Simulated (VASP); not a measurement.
Here is a VASP 6.6.1 calculation.

The input INCAR:

```
SYSTEM = C
PREC = Accurate
ENCUT = 520
EDIFF = 1E-6
ISMEAR = 0
SIGMA = 0.15
LREAL = .False.
LASPH = .True.
NELM = 100
ALGO = Normal
ISIF = 2
LWAVE = .False.
LCHARG = .True.
GGA = PE
LELF = .True.
LVHAR = .True.
NBANDS = 16
```

Contents of KPOINTS:

```
Automatic mesh
0
Gamma
  21 21 6
  0 0 0
```

Contents of POSCAR:

```
C
1.0
    1.2548143173     -2.1733470702      0.0000000000
    1.2548143173      2.1733470702      0.0000000000
    0.0000000000      0.0000000000      8.8590750044
C
4
Direct
    0.0833329406      0.9166670594      0.7503043452
    0.5833329406      0.4166670594      0.2496956548
    0.9166670594      0.0833329406      0.2496956548
    0.4166670594      0.5833329406      0.7503043452
```

Potentials or basis: VASP PAW PBE potentials, release 64 (C).

Run with:

```console
$ cat potpaw_PBE.64/C/POTCAR > POTCAR
$ mpirun -np 1 vasp_std > vasp.out
```

(1) Predict the pressure.

(2) Estimate the band gap on the k mesh.

Results:

(1) -9.7 GPa.

(2) zero (filled and empty bands touch).

Caveat: the stress differs along the axes, from -15 to -0 GPa; this functional lacks dispersion, which binds layers or chains, so the pressure and a relaxed spacing across them are unreliable.
